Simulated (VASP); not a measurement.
**Zr: single point with PBEsol**

Crystal: Zr.

```xyz
1
Lattice="0.0000 2.2331 2.2331 2.2331 0.0000 2.2331 2.2331 2.2331 0.0000" Properties=species:S:1:pos:R:3 pbc="T T T"
Zr    0.0000    0.0000    0.0000
```

```
Program                : VASP 6.6.1
Task                   : single point
Functional             : PBEsol
Potentials or basis    : VASP PAW PBE potentials, release 64 (Zr_sv)
Cutoff                 : 520 eV
k mesh                 : 13 × 13 × 13
Occupations            : fermi-dirac, width 0.136057 eV
Spin                   : no spin polarisation
Dipole correction      : no
Further INCAR settings : ALGO = Normal; EDIFF = 1e-06; NBANDS = 12
```

```
Pressure               : 0.3 GPa
Band gap on the k mesh : zero (band 6 reaches 10.25 eV, above the bottom of band 7 at 8.67 eV)
```

Levels at points of the mesh, in eV from the Fermi level:
```csv
k point,band 3,band 4,band 5,band 6,band 7,band 8,band 9,band 10
"(0.00, 0.00, 0.00)",-25.98,-25.98,-5.64,0.99,0.99,0.99,3.55,3.55
```

Run time: 32 s on 1 thread of AMD EPYC 7R13, on a shared host, peak memory 0.12 GiB.

Caveat: the PAW data sets were made with another functional, which shifts forces and pressure a little.
